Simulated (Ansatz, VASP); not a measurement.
## Two plane-wave programs on Cu

```
Cu
1.0
     0.00000    1.75921    1.75921
     1.75921    0.00000    1.75921
     1.75921    1.75921    0.00000
Cu
1
Cartesian
  0.0000 0.0000 0.0000
```

Alike in both runs: functional LDA; k mesh 20 × 20 × 20; occupations fermi-dirac, width 0.15 eV; no spin polarisation.

Ansatz relaxed the structure, and its values are those at the end. VASP's run is a single point on that final structure, the one shown.

|  | VASP | Ansatz |
| --- | --- | --- |
| version | VASP 6.6.1 | Ansatz 0.2.0 |
| potentials or method | VASP PAW LDA potentials, release 64 (Cu_sv_GW), cutoff 820 eV | scalar-relativistic, plane waves, PAW |
| valence electrons in the cell | 19 | 19 |

VASP gave:

* gap on the k mesh at the Fermi level (eV): none
* pressure (GPa): -0.7

Q: Which values does Ansatz return?

A: gap on the k mesh at the Fermi level (eV): none; pressure (GPa): 0.0.

Ansatz warns that its potentials were made for another functional, while VASP's fit it. LDA's correlation is that of Perdew and Zunger in VASP and of Perdew and Wang (1992) in Ansatz. A gap of «none» marks a metal or a gap that the smearing closes.
